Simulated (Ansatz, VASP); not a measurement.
**Two plane-wave programs on InSe**

```
CELL_PARAMETERS angstrom
4.04733 0.00000 0.00000
-2.02366 3.50509 0.00000
0.00000 0.00000 18.05206
ATOMIC_POSITIONS crystal
In 0.00000 0.00000 0.57739
In 0.00000 0.00000 0.42261
In 0.33333 0.66667 0.92261
In 0.33333 0.66667 0.07739
Se 0.66192 0.32383 0.85300
Se 0.66667 0.33333 0.14700
Se 0.33333 0.66667 0.64702
Se 0.33333 0.66667 0.35298
```

Alike in both runs: task single point; functional PBEsol; k mesh 12 × 12 × 2; occupations gaussian, width 0.05 eV; no spin polarisation.

```csv
,VASP,Ansatz
version,VASP 6.6.1,Ansatz 0.2.0
potentials or method,"VASP PAW PBE potentials, release 64 (In_d, Se), cutoff 520 eV","scalar-relativistic, plane waves, PAW"
valence electrons in the cell,76,116
```

```tsv
	VASP	Ansatz	Ansatz less VASP
gap on the k mesh at the Fermi level (eV)	0.63	0.64	+0.011
least direct gap on the mesh (eV)	0.63	0.64	+0.011
pressure (GPa)	-0.7	-0.8	-0.05
traceless stress, the component that is largest in VASP (GPa)	0.24	0.25	+0.011
rms of the force components (eV/Å)	0.061	0.056	-0.0055
```

VASP's potentials were made for PBE, not for PBEsol. Atom by atom the forces differ by 0.011 eV/Å (rms over components). VASP's potentials hold 76 valence electrons a cell and Ansatz's 116, so a difference there can come from the potentials and not from the codes.
